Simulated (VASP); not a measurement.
# MoS2 (R3m) in VASP: further runs, part 2 of 2

VASP 6.6.1. The steps go on from the part before.

## 3. Electric field gradients, PBEsol (17.86 Å³/atom)

This run uses another cell than the first one, of 17.86 Å³/atom.

INCAR reads:

```
SYSTEM = MoS2
PREC     = Accurate       ! precision mode
ENCUT    = 520            ! plane-wave cutoff, eV
EDIFF    = 1E-8           ! SCF threshold, eV
ISMEAR   = -1             ! smearing method
SIGMA    = 0.05           ! smearing width, eV
LREAL    = .FALSE.        ! projectors in reciprocal space
LASPH    = .TRUE.         ! aspherical terms in the spheres
NELM     = 80             ! most SCF steps
ALGO     = Normal         ! electronic algorithm
ISIF     = 2              ! what is computed and relaxed
LWAVE    = .FALSE.        ! write WAVECAR
LCHARG   = .FALSE.        ! write CHGCAR
GGA      = PS             ! functional
LEFG     = .TRUE.       
NBANDS   = 20             ! bands
```

KPOINTS reads:

```
regular mesh
0
G
  13 13 13
  0 0 0
```

POSCAR reads:

```
MoS2
1.0
    1.5867545494      0.9161131662      6.1436734385
   -1.5867545494      0.9161131662      6.1436734385
    0.0000000000     -1.8322263324      6.1436734385
Mo S
1 2
Direct
    0.0000000000      0.0000000000      0.0000000000
    0.7484000000      0.7484000000      0.7484000000
    0.5849000000      0.5849000000      0.5849000000
```

Potentials or basis: VASP PAW PBE potentials, release 64 (Mo_sv, S).

On the command line:

```console
$ cat potpaw_PBE.64/Mo_sv/POTCAR potpaw_PBE.64/S/POTCAR > POTCAR
$ mpirun -np 1 vasp_std > vasp.out
```

OUTCAR:

```text
SYSTEM = MoS2
   PREC = Accurate
   ENCUT = 520
   EDIFF = 1E-8
   ISMEAR = -1
   LREAL = .FALSE.
   LASPH = .TRUE.
   NELM = 80
   ISIF = 2
   GGA = PS

 ion  position               nearest neighbor table
   1  0.000  0.000  0.000-   2 2.37   2 2.37   2 2.37   3 2.37   3 2.37   3 2.37
   2  0.748  0.748  0.748-   1 2.37   1 2.37   1 2.37
   3  0.585  0.585  0.585-   1 2.37   1 2.37   1 2.37

  LATTYP: Found a trigonal (rhomboedric) cell.
 ALAT       =     6.4110667328
 COS(alpha) =     0.8774851014

  Lattice vectors:

 A1 = (   1.5867545494,   0.9161131662,   6.1436734385)
 A2 = (  -1.5867545494,   0.9161131662,   6.1436734385)
 A3 = (   0.0000000000,  -1.8322263324,   6.1436734385)

Analysis of symmetry for initial positions (statically):
=====================================================================
 Subroutine PRICEL returns:
 Original cell was already a primitive cell.

 Routine SETGRP: Setting up the symmetry group for a
 trigonal (rhombohedral) supercell.

 Subroutine GETGRP returns: Found  6 space group operations
 (whereof  6 operations were pure point group operations)
 out of a pool of 12 trial point group operations.

The static configuration has the point symmetry C_3v.

Analysis of symmetry for dynamics (positions and initial velocities):
=====================================================================
 Subroutine PRICEL returns:
 Original cell was already a primitive cell.

 Routine SETGRP: Setting up the symmetry group for a
 trigonal (rhombohedral) supercell.

 Subroutine GETGRP returns: Found  6 space group operations
 (whereof  6 operations were pure point group operations)
 out of a pool of 12 trial point group operations.

The dynamic configuration has the point symmetry C_3v.

 Subroutine INISYM returns: Found  6 space group operations
 (whereof  6 operations are pure point group operations),
 and found     1 'primitive' translations

----------------------------------------------------------------------------------------

                                     Primitive cell

  volume of cell :      53.5844

  direct lattice vectors                    reciprocal lattice vectors
     1.586754549  0.916113166  6.143673438     0.315108597  0.181928033  0.054256356
    -1.586754549  0.916113166  6.143673438    -0.315108597  0.181928033  0.054256356
     0.000000000 -1.832226332  6.143673438     0.000000000 -0.363856067  0.054256356

  length of vectors
     6.411066733  6.411066733  6.411066733     0.367879042  0.367879042  0.367879042

  position of ions in fractional coordinates (direct lattice)
     0.000000000  0.000000000  0.000000000
     0.748400000  0.748400000  0.748400000
     0.584900000  0.584900000  0.584900000

  ion indices of the primitive-cell ions
   primitive index   ion index
                 1           1
                 2           2
                 3           3

----------------------------------------------------------------------------------------

 KPOINTS: regular mesh

Automatic generation of k-mesh.
[... 71 lines left out ...]
   NFREE  =      0    steps in history (QN), initial steepest desc. (CG)
   ISIF   =      2    stress and relaxation
   ISYM   =      2    0-nonsym 1-usesym 2-fastsym
   POTIM  = 0.5000    time-step for ionic-motion
   TEBEG  =    0.0;   TEEND  =   0.0 temperature during run
   PSTRESS=    0.0 pullay stress
   NELECT =      26.0000    total number of electrons
   NUPDOWN=      -1.0000    fix difference up-down
   EMIN   =  10.00;   EMAX   =-10.00  energy-range for DOS
   EFERMI =   0.00;   METHOD = LEGACY
   ISMEAR =    -1;   SIGMA  =   0.05  broadening in eV -4-tet -1-fermi 0-gaus
   EFERMI_NEDOS =   21; number of points for ismear=-14 and -15
   IALGO  =     38    algorithm
   IMIX   =      4    mixing-type and parameters
     AMIX     =   0.40;   BMIX     =  1.00
     AMIX_MAG =   1.60;   BMIX_MAG =  1.00
  volume/ion in A,a.u.               =      17.86       120.54
  Fermi-wavevector in a.u.,A,eV,Ry     =   1.286431  2.431002 22.516349  1.654905
  Thomas-Fermi vector in A             =   2.418506
   LORBIT       =      0    0 simple, 1 ext, 2 COOP (PROOUT), +10 PAW based schemes
   GGA     = PS    functional components
   LHFCALC =     F    Hartree Fock is set to
   AEXX    =    0.0000 exact exchange contribution
   IVDW    =     0    specifies the selected vdW correction
   LEPSILON=     F    determine dielectric tensor
   LRPA    =     F    only Hartree local field effects (RPA)
 non-spin polarized calculation
  energy-cutoff  :      520.00
  volume of cell :       53.58
 maximum number of plane-waves:      1462
   NGX = 23   NGY = 23   NGZ = 23

 number of electron      26.0000001 magnetization

 Free energy of the ion-electron system (eV)
  ---------------------------------------------------
  ext. energy  EPLUGINS =         0.00000000
  ---------------------------------------------------
  free energy    TOTEN  =       -23.40857706 eV

  energy without entropy =      -23.40857017  energy(sigma->0) =      -23.40857361

 E-fermi :   7.8924     XC(G=0): -10.9262

 val. band max:        7.5948042765   @ k =   0.4615   0.4615   0.4615
 cond. band min:       8.3390505681   @ k =  -0.3077   0.3077   0.0000
 fundamental gap:      0.7442462916
 Fermi energy:         7.8923695202

 k-point     1 :       0.0000    0.0000    0.0000
  band No.  band energies     occupation
      1     -53.9965      2.00000
      2     -28.1998      2.00000
      3     -27.9872      2.00000
      4     -27.9872      2.00000
      5      -7.6858      2.00000
      6      -5.8587      2.00000
[... 541 lines left out ...]
     19      15.4012      0.00000
     20      15.9638      0.00000

 [... further k-points ...]
[... 5 lines left out ...]
  --------------------------------------------------------------------------------------
  -------------------------------------------------------------------------------------
  Total        0.0317381      0.0317381      2.5114332      0.0000000      0.0000000      0.0000000
  in kB        0.9489709      0.9489709     75.0920518      0.0000000      0.0000000      0.0000000
  external PRESSURE =      25.6633312 kB  Pullay stress =       0.0000000 kB

 VOLUME and BASIS-vectors are now :
 -----------------------------------------------------------------------------
  energy-cutoff  :      520.00
  volume of cell :       53.58
      direct lattice vectors                 reciprocal lattice vectors
     1.586754549  0.916113166  6.143673438     0.315108597  0.181928033  0.054256356
    -1.586754549  0.916113166  6.143673438    -0.315108597  0.181928033  0.054256356
     0.000000000 -1.832226332  6.143673438     0.000000000 -0.363856067  0.054256356

 POSITION                                       TOTAL-FORCE (eV/Angst)
 -----------------------------------------------------------------------------------
      0.00000      0.00000      0.00000         0.000000      0.000000     -0.003380
      0.00000      0.00000     13.79378         0.000000      0.000000      0.828081
      0.00000      0.00000     10.78030         0.000000     -0.000000     -0.824701
 -----------------------------------------------------------------------------------
    total drift:                                0.000000      0.000000     -0.000003

  FREE ENERGIE OF THE ION-ELECTRON SYSTEM (eV)
  ---------------------------------------------------
  free  energy   TOTEN  =       -23.4085770634 eV

  energy  without entropy=      -23.4085701657  energy(sigma->0) =      -23.40857361

 Electric field gradients (V/A^2)
---------------------------------------------------------------------
 ion       V_xx      V_yy      V_zz      V_xy      V_xz      V_yz
---------------------------------------------------------------------
   1      46.210    46.210   -92.419     0.000    -0.000    -0.000
   2      31.171    31.171   -62.342     0.000    -0.000    -0.000
   3      30.497    30.497   -60.995     0.000     0.000     0.000
---------------------------------------------------------------------

 Electric field gradients after diagonalization (V/A^2)
 (convention: |V_zz| > |V_xx| > |V_yy|)
----------------------------------------------------------------------
 ion       V_xx      V_yy      V_zz     asymmetry (V_yy - V_xx)/ V_zz
----------------------------------------------------------------------
   1      46.210    46.210   -92.419       0.000
   2      31.171    31.171   -62.342       0.000
   3      30.497    30.497   -60.995       0.000
----------------------------------------------------------------------

           NMR quadrupolar parameters

 Cq : quadrupolar parameter    Cq=e*Q*V_zz/h
 eta: asymmetry parameters     (V_yy - V_xx)/ V_zz
 Q  : nuclear electric quadrupole moment in mb (millibarn)
----------------------------------------------------------------------
 ion       Cq(MHz)       eta       Q (mb)
----------------------------------------------------------------------
   1      -0.223       0.000       1.000
   2      -0.151       0.000       1.000
   3      -0.147       0.000       1.000
----------------------------------------------------------------------
```

Wall time 11 min (1 thread of Intel Xeon Platinum 8259CL at 2.50GHz (Skylake/Cascade Lake), shared host); peak memory 0.47 GiB.

What came out:

| Quantity | Value |
| --- | --- |
| Free energy | -23.4086 eV |
| Pressure | 2.6 GPa |
| Largest force | 0.828 eV/Å |
| Band gap on the k mesh | 0.74 eV (least direct gap 1.79 eV) |
| Largest electric field gradient by atom | Mo -92.4; S -62.3, -61.0 V/Å² |

Forces in eV/Å, atoms in the order of the input:
```
Mo   0.000  0.000 -0.003
S    0.000  0.000  0.828
S    0.000  0.000 -0.825
```

Stress tensor (GPa, compression positive):
```
0.09 0.00 0.00
0.00 0.09 0.00
0.00 0.00 7.51
```

Electric field gradients, principal values (V/Å²):
| atom | least | middle | greatest (by size) |
| --- | --- | --- | --- |
| 1 Mo | 46.210 | 46.210 | -92.419 |
| 2 S | 31.171 | 31.171 | -62.342 |
| 3 S | 30.497 | 30.497 | -60.995 |

Caveat: the stress differs along the axes, from 0 to 8 GPa; semilocal functionals underestimate gaps, and a narrow one can read as zero; without QUAD_EFG the Cq values of the log hold for a quadrupole moment of 1 mb, not for the nuclei; the PAW data sets were made with another functional, which shifts forces and pressure a little.

## 4. Electric field gradients, PBEsol (18.04 Å³/atom)

This run uses another cell than the first one, of 18.04 Å³/atom.

INCAR reads:

```
SYSTEM = MoS2
ALGO     = Normal         ! electronic algorithm
EDIFF    = 1E-8           ! SCF threshold, eV
ENCUT    = 520            ! plane-wave cutoff, eV
GGA      = PS             ! functional
ISIF     = 2              ! what is computed and relaxed
ISMEAR   = -1             ! smearing method
LASPH    = .True.         ! aspherical terms in the spheres
LCHARG   = .False.        ! write CHGCAR
LEFG     = .True.       
LREAL    = .False.        ! projectors in reciprocal space
LWAVE    = .False.        ! write WAVECAR
NBANDS   = 20             ! bands
NELM     = 80             ! most SCF steps
PREC     = Accurate       ! precision mode
SIGMA    = 0.05           ! smearing width, eV
```

KPOINTS reads:

```
k-points
0
Gamma
  13 13 13
  0 0 0
```

POSCAR reads:

```
MoS2
1.0
    1.5919741743      0.9191267181      6.1638830361
   -1.5919741743      0.9191267181      6.1638830361
    0.0000000000     -1.8382534361      6.1638830361
Mo S
1 2
Direct
    0.0000000000      0.0000000000      0.0000000000
    0.7484000000      0.7484000000      0.7484000000
    0.5849000000      0.5849000000      0.5849000000
```

Potentials or basis: VASP PAW PBE potentials, release 64 (Mo_sv, S).

On the command line:

```console
$ cat potpaw_PBE.64/Mo_sv/POTCAR potpaw_PBE.64/S/POTCAR > POTCAR
$ mpirun -np 1 vasp_std > vasp.out
```

OUTCAR:

```text
SYSTEM = MoS2
   EDIFF = 1E-8
   ENCUT = 520
   GGA = PS
   ISIF = 2
   ISMEAR = -1
   LASPH = .True.
   LREAL = .False.
   NELM = 80
   PREC = Accurate

 ion  position               nearest neighbor table
   1  0.000  0.000  0.000-   2 2.38   2 2.38   2 2.38   3 2.38   3 2.38   3 2.38
   2  0.748  0.748  0.748-   1 2.38   1 2.38   1 2.38
   3  0.585  0.585  0.585-   1 2.38   1 2.38   1 2.38

  LATTYP: Found a trigonal (rhomboedric) cell.
 ALAT       =     6.4321559199
 COS(alpha) =     0.8774851014

  Lattice vectors:

 A1 = (   1.5919741743,   0.9191267181,   6.1638830361)
 A2 = (  -1.5919741743,   0.9191267181,   6.1638830361)
 A3 = (   0.0000000000,  -1.8382534361,   6.1638830361)
[... 749 lines left out ...]
  energy-cutoff  :      520.00
  volume of cell :       54.11
      direct lattice vectors                 reciprocal lattice vectors
     1.591974174  0.919126718  6.163883036     0.314075447  0.181331544  0.054078465
    -1.591974174  0.919126718  6.163883036    -0.314075447  0.181331544  0.054078465
     0.000000000 -1.838253436  6.163883036     0.000000000 -0.362663087  0.054078465

 POSITION                                       TOTAL-FORCE (eV/Angst)
 -----------------------------------------------------------------------------------
      0.00000      0.00000      0.00000         0.000000     -0.000000     -0.003360
      0.00000      0.00000     13.83915         0.000000      0.000000      0.651078
      0.00000      0.00000     10.81577         0.000000     -0.000000     -0.647718
 -----------------------------------------------------------------------------------
    total drift:                                0.000000      0.000000      0.000066

  FREE ENERGIE OF THE ION-ELECTRON SYSTEM (eV)
  ---------------------------------------------------
  free  energy   TOTEN  =       -23.4146935167 eV

  energy  without entropy=      -23.4146865868  energy(sigma->0) =      -23.41469005

 Electric field gradients (V/A^2)
---------------------------------------------------------------------
 ion       V_xx      V_yy      V_zz      V_xy      V_xz      V_yz
---------------------------------------------------------------------
   1      45.646    45.646   -91.292     0.000    -0.000    -0.000
   2      30.812    30.812   -61.624     0.000    -0.000    -0.000
   3      30.163    30.163   -60.325     0.000     0.000    -0.000
---------------------------------------------------------------------

 Electric field gradients after diagonalization (V/A^2)
 (convention: |V_zz| > |V_xx| > |V_yy|)
----------------------------------------------------------------------
 ion       V_xx      V_yy      V_zz     asymmetry (V_yy - V_xx)/ V_zz
----------------------------------------------------------------------
   1      45.646    45.646   -91.292       0.000
   2      30.812    30.812   -61.624       0.000
   3      30.163    30.163   -60.325       0.000
----------------------------------------------------------------------

           NMR quadrupolar parameters

 Cq : quadrupolar parameter    Cq=e*Q*V_zz/h
 eta: asymmetry parameters     (V_yy - V_xx)/ V_zz
 Q  : nuclear electric quadrupole moment in mb (millibarn)
----------------------------------------------------------------------
 ion       Cq(MHz)       eta       Q (mb)
----------------------------------------------------------------------
   1      -0.221       0.000       1.000
   2      -0.149       0.000       1.000
   3      -0.146       0.000       1.000
----------------------------------------------------------------------
```

Wall time 12 min (1 thread of Intel Xeon Platinum 8259CL at 2.50GHz (Skylake/Cascade Lake), shared host); peak memory 0.47 GiB.

Results:

```
Free energy                             : -23.4147 eV
Pressure                                : 1.0 GPa
Largest force                           : 0.651 eV/Å
Band gap on the k mesh                  : 0.75 eV (least direct gap 1.77 eV)
Largest electric field gradient by atom : Mo -91.3; S -61.6, -60.3 V/Å²
```

Forces on the atoms (eV/Å):
```
Mo   0.000  0.000 -0.003
S    0.000  0.000  0.651
S    0.000  0.000 -0.648
```

Electric field gradients, principal values (V/Å²):
```csv
atom,least,middle,greatest (by size)
1 Mo,45.646,45.646,-91.292
2 S,30.812,30.812,-61.624
3 S,30.163,30.163,-60.325
```

Caveat: the stress differs along the axes, from -1 to 6 GPa; semilocal functionals underestimate gaps, and a narrow one can read as zero; without QUAD_EFG the Cq values of the log hold for a quadrupole moment of 1 mb, not for the nuclei; the PAW data sets were made with another functional, which shifts forces and pressure a little. A k mesh can miss the band edges.

## 5. Summary

| cell | gap on the mesh (eV) | pressure (GPa) | largest force (eV/Å) |
| --- | --- | --- | --- |
| a = 6.368 Å, angles 28.7°, 3 atoms | 0.74 | 5.9 | 1.20 |
| a = 6.411 Å, angles 28.7°, 3 atoms | 0.74 | 2.6 | 0.83 |
| a = 6.432 Å, angles 28.7°, 3 atoms | 0.75 | 1.0 | 0.65 |

Alike in all rows: task electric field gradients; level PBEsol; potentials or basis VASP PAW PBE potentials, release 64 (Mo_sv, S); no spin polarisation; k mesh 13 × 13 × 13; cutoff (eV) 520; smearing fermi-dirac 0.05 eV.

Caveats: semilocal functionals underestimate gaps, and a narrow one can read as zero; the PAW data sets were made with another functional, which shifts forces and pressure a little; the stress differs along the axes, from 3 to 11 GPa (at least some runs); the stress differs along the axes, from 0 to 8 GPa (at least some runs); the stress differs along the axes, from -1 to 6 GPa (at least some runs).

Total energies depend on the potentials used, so only differences within one code and one set of settings carry meaning.
